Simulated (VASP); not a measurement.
Here is a VASP 6.6.1 calculation.

INCAR

```
SYSTEM = Ag
  PREC = Accurate
  ENCUT = 500
  EDIFF = 1E-6
  ISMEAR = 0
  SIGMA = 0.1
  LREAL = .False.
  LASPH = .True.
  NELM = 120
  ALGO = Normal
  ISIF = 2
  LWAVE = .False.
  LCHARG = .False.
  GGA = RE
  NBANDS = 12
  GGA_COMPAT = .False.
```

The input KPOINTS:

```
regular mesh
0
Gamma
  11 11 11
  0 0 0
```

POSCAR

```
Ag
1.0
    0.0000000000      2.0427500000      2.0427500000
    2.0427500000      0.0000000000      2.0427500000
    2.0427500000      2.0427500000      0.0000000000
Ag
1
Direct
    0.0000000000      0.0000000000      0.0000000000
```

Potentials or basis: VASP PAW PBE potentials, release 64 (Ag).

Launch:

```console
$ cat potpaw_PBE.64/Ag/POTCAR > POTCAR
$ mpirun -np 1 vasp_std > vasp.out
```

Problem. What does it give for the band gap on the k mesh?

Solution. Zero (an odd number of electrons rules out a gap without spin polarisation).

Problem. What does it give for the pressure?

Solution. 7.2 GPa.

Caveat: the cell stands under pressure; the PAW data sets were made with another functional, which shifts forces and pressure a little.
